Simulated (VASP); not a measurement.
Wanted: the native input for a VASP 6.6.1 run.

* Task: single point
* Functional: PBE
* Potentials or basis: VASP PAW PBE potentials, release 64 (Ti_sv, H)
* Cutoff: 400 eV
* k mesh: 5 × 5 × 1
* Occupations: gaussian, width 0.1 eV
* Spin: no spin polarisation
* Dipole correction: yes
* Further INCAR settings: ALGO = Normal; EDIFF = 1e-06; NBANDS = 84; NELMDL = -8

The structure of Ti12H lies in POSCAR:

```
Ti12H
1.0
    5.8150893848      0.0000000000      0.0000000000
    0.0000000000      5.8150893848      0.0000000000
    0.0000000000      0.0000000000     19.3059824399
Ti H
12 1
Direct
    0.2500000000      0.2500000000      0.2071896632
    0.2500000000      0.7500000000      0.2071896632
    0.7500000000      0.2500000000      0.2071896632
    0.7500000000      0.7500000000      0.2071896632
    0.0000000000      0.0000000000      0.3057583539
    0.0000000000      0.5000000000      0.3057583539
    0.5000000000      0.0000000000      0.3057583539
    0.5000000000      0.5000000000      0.3057583539
    0.2500000000      0.2500000000      0.4043297182
    0.2500000000      0.7500000000      0.4043297182
    0.7500000000      0.2500000000      0.4043297182
    0.7500000000      0.7500000000      0.4043297182
    0.3333333333      0.5000000000      0.4690863950
```

The input as run:

INCAR

```
SYSTEM = Ti12H
PREC     = Accurate       ! precision mode
ENCUT    = 400            ! plane-wave cutoff, eV
EDIFF    = 1E-6           ! SCF threshold, eV
ISMEAR   = 0              ! smearing method
SIGMA    = 0.1            ! smearing width, eV
LREAL    = .False.        ! projectors in reciprocal space
LASPH    = .True.         ! aspherical terms in the spheres
NELM     = 120            ! most SCF steps
ALGO     = Normal         ! electronic algorithm
ISIF     = 2              ! what is computed and relaxed
LWAVE    = .False.        ! write WAVECAR
LCHARG   = .False.        ! write CHGCAR
LDIPOL   = .True.       
IDIPOL   = 3            
DIPOL    = 0.5 0.5 0.318
GGA      = PE             ! functional
NBANDS   = 84             ! bands
GGA_COMPAT= .False.      
NELMDL   = -8
```

KPOINTS

```
regular mesh
0
Gamma
  5 5 1
  0 0 0
```

Potentials or basis: VASP PAW PBE potentials, release 64 (Ti_sv, H).

Command:

```sh
$ cat potpaw_PBE.64/Ti_sv/POTCAR potpaw_PBE.64/H/POTCAR > POTCAR
$ mpirun -np 1 vasp_std > vasp.out
```

Results of the run:

```
Largest force          : 0.730 eV/Å
Band gap on the k mesh : zero (an odd number of electrons rules out a gap without spin polarisation)
```

It took 24 min on 1 thread of Intel Xeon 8259CL, on a shared host, peak memory 0.6 GiB.
